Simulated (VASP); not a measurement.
# Na4MgSn (F-43m) in VASP: single point with r2SCAN

Aim: the single point of Na4MgSn with r2SCAN.

Program: VASP 6.6.1. These are calculated values, not measurements. Logs are shortened: lines on timing, memory, paths and dates and some standing lists are left out, and cuts for length are marked.

**1. The cell of the first run**

Symmetry: F-43m, No. 216, cubic system. The conventional cell has a = 8.775 Å, b = 8.775 Å, c = 8.775 Å, α = 90.00°, β = 90.00°, γ = 90.00°. Na (site symmetry 3m) has 6 Na at 3.09 to 3.12 Å and 3 Sn at 3.64 Å and 3 Mg at 3.64 Å within 4.1 Å. Within 4.8 Å of Mg (site symmetry -43m) lie 12 Na at 3.64 Å and 4 Sn at 3.80 Å. Sn (site symmetry -43m) has 12 Na at 3.64 Å and 4 Mg at 3.80 Å within 4.8 Å.

**2. Single point, r2SCAN**

The input, POSCAR:

```
Na4MgSn
1.0
    0.0000000000      4.3873025504      4.3873025504
    4.3873025504      0.0000000000      4.3873025504
    4.3873025504      4.3873025504      0.0000000000
Na Mg Sn
4 1 1
Direct
    0.6244052877      0.6244052877      0.6244052877
    0.1267841370      0.6244052877      0.6244052877
    0.6244052877      0.6244052877      0.1267841370
    0.6244052877      0.1267841370      0.6244052877
    0.0000000000      0.0000000000      0.0000000000
    0.2500000000      0.2500000000      0.2500000000
```

The input, INCAR.step1:

```
SYSTEM = Na4MgSn
PREC     = Accurate       ! precision mode
ENCUT    = 520            ! plane-wave cutoff, eV
ISMEAR   = -1             ! smearing method
SIGMA    = 0.03           ! smearing width, eV
LREAL    = .FALSE.        ! projectors in reciprocal space
LASPH    = .TRUE.         ! aspherical terms in the spheres
NELM     = 100            ! most SCF steps
NBANDS   = 31             ! bands
GGA      = PE             ! functional
ALGO     = Normal         ! electronic algorithm
EDIFF    = 1E-4           ! SCF threshold, eV
LWAVE    = .TRUE.         ! write WAVECAR
LCHARG   = .FALSE.        ! write CHGCAR
```

The input, INCAR.step2:

```
SYSTEM = Na4MgSn
PREC     = Accurate       ! precision mode
ENCUT    = 520            ! plane-wave cutoff, eV
EDIFF    = 1E-6           ! SCF threshold, eV
ISMEAR   = -1             ! smearing method
SIGMA    = 0.03           ! smearing width, eV
LREAL    = .FALSE.        ! projectors in reciprocal space
LASPH    = .TRUE.         ! aspherical terms in the spheres
NELM     = 100            ! most SCF steps
ALGO     = Normal         ! electronic algorithm
ISIF     = 2              ! what is computed and relaxed
LWAVE    = .FALSE.        ! write WAVECAR
LCHARG   = .FALSE.        ! write CHGCAR
METAGGA  = R2SCAN         ! meta-GGA
LMIXTAU  = .TRUE.       
NBANDS   = 31             ! bands
ISTART   = 1
```

The input, KPOINTS:

```
Automatic mesh
0
G
  8 8 8
  0 0 0
```

Potentials or basis: VASP PAW PBE potentials, release 64 (Na_pv, Mg, Sn_d).

Run with:

```console
$ cat potpaw_PBE.64/Na_pv/POTCAR potpaw_PBE.64/Mg/POTCAR potpaw_PBE.64/Sn_d/POTCAR > POTCAR
$ cp INCAR.step1 INCAR
$ mpirun -np 1 vasp_std > vasp.out
$ cp INCAR.step2 INCAR
$ mpirun -np 1 vasp_std > vasp.out
```

OUTCAR:

```text
SYSTEM = Na4MgSn
   PREC = Accurate
   ENCUT = 520
   EDIFF = 1E-6
   ISMEAR = -1
   LREAL = .FALSE.
   LASPH = .TRUE.
   NELM = 100
   ISIF = 2
   METAGGA = R2SCAN
   ISTART = 1

 ion  position               nearest neighbor table
   1  0.624  0.624  0.624-
   2  0.127  0.624  0.624-
   3  0.624  0.624  0.127-
   4  0.624  0.127  0.624-
   5  0.000  0.000  0.000-
   6  0.250  0.250  0.250-

  LATTYP: Found a face centered cubic cell.
 ALAT       =     8.7746051008

  Lattice vectors:

 A1 = (   0.0000000000,   4.3873025504,   4.3873025504)
 A2 = (   4.3873025504,   0.0000000000,   4.3873025504)
 A3 = (   4.3873025504,   4.3873025504,   0.0000000000)

Analysis of symmetry for initial positions (statically):
=====================================================================
 Subroutine PRICEL returns:
 Original cell was already a primitive cell.

 Routine SETGRP: Setting up the symmetry group for a
 face centered cubic supercell.

 Subroutine GETGRP returns: Found 24 space group operations
 (whereof 24 operations were pure point group operations)
 out of a pool of 48 trial point group operations.

The static configuration has the point symmetry T_d .

Analysis of symmetry for dynamics (positions and initial velocities):
=====================================================================
 Subroutine PRICEL returns:
 Original cell was already a primitive cell.

 Routine SETGRP: Setting up the symmetry group for a
 face centered cubic supercell.

 Subroutine GETGRP returns: Found 24 space group operations
 (whereof 24 operations were pure point group operations)
 out of a pool of 48 trial point group operations.

The dynamic configuration has the point symmetry T_d .

 Subroutine INISYM returns: Found 24 space group operations
 (whereof 24 operations are pure point group operations),
 and found     1 'primitive' translations

----------------------------------------------------------------------------------------

                                     Primitive cell

  volume of cell :     168.8973

  direct lattice vectors                    reciprocal lattice vectors
     0.000000000  4.387302550  4.387302550    -0.113965243  0.113965243  0.113965243
     4.387302550  0.000000000  4.387302550     0.113965243 -0.113965243  0.113965243
     4.387302550  4.387302550  0.000000000     0.113965243  0.113965243 -0.113965243

  length of vectors
     6.204582769  6.204582769  6.204582769     0.197393591  0.197393591  0.197393591

  position of ions in fractional coordinates (direct lattice)
     0.624405288  0.624405288  0.624405288
     0.126784137  0.624405288  0.624405288
     0.624405288  0.624405288  0.126784137
     0.624405288  0.126784137  0.624405288
     0.000000000  0.000000000  0.000000000
     0.250000000  0.250000000  0.250000000

  ion indices of the primitive-cell ions
   primitive index   ion index
                 1           1
                 2           2
                 3           3
                 4           4
                 5           5
                 6           6

----------------------------------------------------------------------------------------

 KPOINTS: Automatic mesh

Automatic generation of k-mesh.
 Grid dimensions read from file:
 generate k-points for:    8    8    8

 Generating k-lattice:

  Cartesian coordinates                     Fractional coordinates (reciprocal lattice)
    -0.014245655  0.014245655  0.014245655     0.125000000  0.000000000  0.000000000
     0.014245655 -0.014245655  0.014245655     0.000000000  0.125000000  0.000000000
     0.014245655  0.014245655 -0.014245655     0.000000000  0.000000000  0.125000000

  Length of vectors
     0.024674199  0.024674199  0.024674199

  Shift w.r.t. Gamma in fractional coordinates (k-lattice)
     0.000000000  0.000000000  0.000000000

 Subroutine IBZKPT returns following result:
 ===========================================

 Found     29 irreducible k-points:

 Following reciprocal coordinates:
            Coordinates               Weight
  0.000000  0.000000  0.000000      1.000000
  0.125000  0.000000  0.000000      8.000000
  0.250000  0.000000  0.000000      8.000000
  0.375000  0.000000  0.000000      8.000000
  0.500000  0.000000  0.000000      4.000000
  0.125000  0.125000  0.000000      6.000000
[... 16 lines left out ...]
  0.500000  0.250000  0.125000     48.000000
 -0.375000  0.250000  0.125000     24.000000
 [... further k-points ...]
   k-points           NKPTS =     29   k-points in BZ     NKDIM =     29   number of bands    NBANDS=     31
   number of dos      NEDOS =    301   number of ions     NIONS =      6
   total plane-waves  NPLWV = 110592
   dimension x,y,z NGX =    48 NGY =   48 NGZ =   48
   dimension x,y,z NGXF=    96 NGYF=   96 NGZF=   96
   ions per type =               4   1   1
   NGX,Y,Z   is equivalent  to a cutoff of  12.86, 12.86, 12.86 a.u.
   NGXF,Y,Z  is equivalent  to a cutoff of  25.72, 25.72, 25.72 a.u.
 SYSTEM =  Na4MgSn
   PREC   = accura    normal or accurate (medium, high low for compatibility)
   ISTART =      1    job   : 0-new  1-cont  2-samecut
   ICHARG =      0    charge: 1-file 2-atom 10-const
   ISPIN  =      1    spin polarized calculation?
   LNONCOLLINEAR =      F non collinear calculations
   LSORBIT =      F    spin-orbit coupling
   LASPH  =      T    aspherical Exc in radial PAW
   ENCUT  =  520.0 eV  38.22 Ry    6.18 a.u.  11.54 11.54 11.54*2*pi/ulx,y,z
   NELM   =    100;   NELMIN=  2; NELMDL=  0     # of ELM steps
   EDIFF  = 0.1E-05   stopping-criterion for ELM
   LREAL  =      F    real-space projection
   EDIFFG = 0.1E-04   stopping-criterion for IOM
   NSW    =      0    number of steps for IOM
   IBRION =     -1    ionic relax: 0-MD 1-quasi-New 2-CG
   NFREE  =      0    steps in history (QN), initial steepest desc. (CG)
   ISIF   =      2    stress and relaxation
   ISYM   =      2    0-nonsym 1-usesym 2-fastsym
   POTIM  = 0.5000    time-step for ionic-motion
   TEBEG  =    0.0;   TEEND  =   0.0 temperature during run
   PSTRESS=    0.0 pullay stress
   NELECT =      44.0000    total number of electrons
   NUPDOWN=      -1.0000    fix difference up-down
   EMIN   =  10.00;   EMAX   =-10.00  energy-range for DOS
   EFERMI =   0.00;   METHOD = LEGACY
   ISMEAR =    -1;   SIGMA  =   0.03  broadening in eV -4-tet -1-fermi 0-gaus
   EFERMI_NEDOS =   21; number of points for ismear=-14 and -15
   IALGO  =     38    algorithm
   IMIX   =      4    mixing-type and parameters
     AMIX     =   0.40;   BMIX     =  1.00
     AMIX_MAG =   1.60;   BMIX_MAG =  1.00
  volume/ion in A,a.u.               =      28.15       189.96
  Fermi-wavevector in a.u.,A,eV,Ry     =   1.045566  1.975833 14.874003  1.093208
  Thomas-Fermi vector in A             =   2.180367
   LORBIT       =      0    0 simple, 1 ext, 2 COOP (PROOUT), +10 PAW based schemes
   METAGGA = R2SCAN    functional components
   LHFCALC =     F    Hartree Fock is set to
   AEXX    =    0.0000 exact exchange contribution
   IVDW    =     0    specifies the selected vdW correction
   LEPSILON=     F    determine dielectric tensor
   LRPA    =     F    only Hartree local field effects (RPA)
 non-spin polarized calculation
  energy-cutoff  :      520.00
  volume of cell :      168.90
 maximum number of plane-waves:      4573
 NGX is ok and might be reduce to    48
   NGX = 23   NGY = 23   NGZ = 23

 number of electron      43.9999995 magnetization

 Free energy of the ion-electron system (eV)
  ---------------------------------------------------
  ext. energy  EPLUGINS =         0.00000000
  ---------------------------------------------------
  free energy    TOTEN  =       -42.34131250 eV

  energy without entropy =      -42.32805119  energy(sigma->0) =      -42.33468185

 E-fermi :   2.2954     XC(G=0):  -8.4491

 val. band max:        2.2620582975   @ k =   0.3750   0.2500   0.0000
 cond. band min:       2.2997603467   @ k =   0.5000   0.2500   0.1250
 fundamental gap:      0.0377020492
 Fermi energy:         2.2953587820

 k-point     1 :       0.0000    0.0000    0.0000
  band No.  band energies     occupation
      1     -23.9591      2.00000
      2     -23.8313      2.00000
      3     -23.8311      2.00000
      4     -23.8311      2.00000
      5     -23.7685      2.00000
      6     -23.7685      2.00000
[... 23 lines left out ...]
     30       5.9819      0.00000
     31       5.9820      0.00000

 k-point     2 :       0.1250    0.0000    0.0000
  band No.  band energies     occupation
      1     -23.9547      2.00000
      2     -23.8318      2.00000
      3     -23.8297      2.00000
      4     -23.8296      2.00000
      5     -23.7676      2.00000
      6     -23.7676      2.00000
[... 23 lines left out ...]
     30       6.5800      0.00000
     31       6.7724      0.00000

 k-point     3 :       0.2500    0.0000    0.0000
  band No.  band energies     occupation
      1     -23.9431      2.00000
      2     -23.8341      2.00000
      3     -23.8259      2.00000
      4     -23.8257      2.00000
      5     -23.7647      2.00000
      6     -23.7647      2.00000
[... 23 lines left out ...]
     30       7.7156      0.00000
     31       7.8051      0.00000

 k-point     4 :       0.3750    0.0000    0.0000
  band No.  band energies     occupation
      1     -23.9295      2.00000
      2     -23.8377      2.00000
      3     -23.8219      2.00000
      4     -23.8218      2.00000
      5     -23.7597      2.00000
      6     -23.7596      2.00000
[... 23 lines left out ...]
     30       7.9077      0.00000
     31       7.9078      0.00000

 k-point     5 :       0.5000    0.0000    0.0000
  band No.  band energies     occupation
      1     -23.9230      2.00000
      2     -23.8399      2.00000
      3     -23.8202      2.00000
      4     -23.8201      2.00000
      5     -23.7639      2.00000
      6     -23.7554      2.00000
[... 23 lines left out ...]
     30       6.9949      0.00000
     31       6.9949      0.00000
[... 542 lines left out ...]
     30       7.7490      0.00000
     31       7.7490      0.00000

 k-point    22 :       0.3750    0.2500    0.1250
  band No.  band energies     occupation
      1     -23.9325      2.00000
      2     -23.8428      2.00000
      3     -23.8211      2.00000
      4     -23.8189      2.00000
      5     -23.7664      2.00000
      6     -23.7587      2.00000
[... 23 lines left out ...]
     30       7.3203      0.00000
     31       7.8649      0.00000

 k-point    23 :       0.5000    0.2500    0.1250
  band No.  band energies     occupation
      1     -23.9185      2.00000
      2     -23.8507      2.00000
      3     -23.8170      2.00000
      4     -23.8142      2.00000
      5     -23.7639      2.00000
      6     -23.7619      2.00000
[... 23 lines left out ...]
     30       7.4794      0.00000
     31       7.8917      0.00000

 k-point    24 :      -0.3750    0.2500    0.1250
  band No.  band energies     occupation
      1     -23.9112      2.00000
      2     -23.8555      2.00000
      3     -23.8151      2.00000
      4     -23.8124      2.00000
      5     -23.7662      2.00000
      6     -23.7590      2.00000
[... 23 lines left out ...]
     30       8.1774      0.00000
     31       8.4213      0.00000

 [... further k-points ...]
[... 5 lines left out ...]
  --------------------------------------------------------------------------------------
  -------------------------------------------------------------------------------------
  Total       -0.0365939     -0.0365939     -0.0365939      0.0000000      0.0000000      0.0000000
  in kB       -0.3471339     -0.3471339     -0.3471339      0.0000000      0.0000000      0.0000000
  external PRESSURE =      -0.3471339 kB  Pullay stress =       0.0000000 kB

 VOLUME and BASIS-vectors are now :
 -----------------------------------------------------------------------------
  energy-cutoff  :      520.00
  volume of cell :      168.90
      direct lattice vectors                 reciprocal lattice vectors
     0.000000000  4.387302550  4.387302550    -0.113965243  0.113965243  0.113965243
     4.387302550  0.000000000  4.387302550     0.113965243 -0.113965243  0.113965243
     4.387302550  4.387302550  0.000000000     0.113965243  0.113965243 -0.113965243

 POSITION                                       TOTAL-FORCE (eV/Angst)
 -----------------------------------------------------------------------------------
      5.47891      5.47891      5.47891        -0.001916     -0.001916     -0.001916
      5.47891      3.29570      3.29570        -0.001916      0.001916      0.001916
      3.29570      3.29570      5.47891         0.001916      0.001916     -0.001916
      3.29570      5.47891      3.29570         0.001916     -0.001916      0.001916
      0.00000      0.00000      0.00000        -0.000000     -0.000000     -0.000000
      2.19365      2.19365      2.19365        -0.000000     -0.000000     -0.000000
 -----------------------------------------------------------------------------------
    total drift:                                0.000010      0.000010      0.000010

  FREE ENERGIE OF THE ION-ELECTRON SYSTEM (eV)
  ---------------------------------------------------
  free  energy   TOTEN  =       -42.3413125008 eV

  energy  without entropy=      -42.3280511912  energy(sigma->0) =      -42.33468185
```

It took 9.6 min on 1 thread of Intel Xeon Platinum 8375C at 2.90GHz (Ice Lake), shared host; peak memory 0.45 GiB.

Results:

```
Free energy            : -42.3413 eV
Pressure               : 0.0 GPa
Largest force          : 0.003 eV/Å
Band gap on the k mesh : zero (bands 22 and 23 overlap by 1.11 eV)
```

Forces on the atoms (eV/Å):
```
Na  -0.002 -0.002 -0.002
Na  -0.002  0.002  0.002
Na   0.002  0.002 -0.002
Na   0.002 -0.002  0.002
Mg   0.000  0.000  0.000
Sn   0.000  0.000  0.000
```

Levels at points of the mesh, in eV from the Fermi level:
| k point | band 20 | band 21 | band 22 | band 23 | band 24 | band 25 |
| --- | --- | --- | --- | --- | --- | --- |
| (0.00, 0.00, 0.00) | -0.67 | -0.67 | -0.67 | 0.95 | 0.95 | 0.95 |
| (0.50, 0.00, 0.00) | -1.25 | -1.05 | -1.05 | 0.83 | 1.01 | 1.01 |
| (0.50, 0.50, 0.00) | -1.76 | -1.76 | -1.29 | -0.77 | 3.09 | 3.21 |

Caveat: the PAW data sets were made with another functional, which shifts forces and pressure a little; spin-orbit coupling is left out, which moves the levels of the heavy elements.
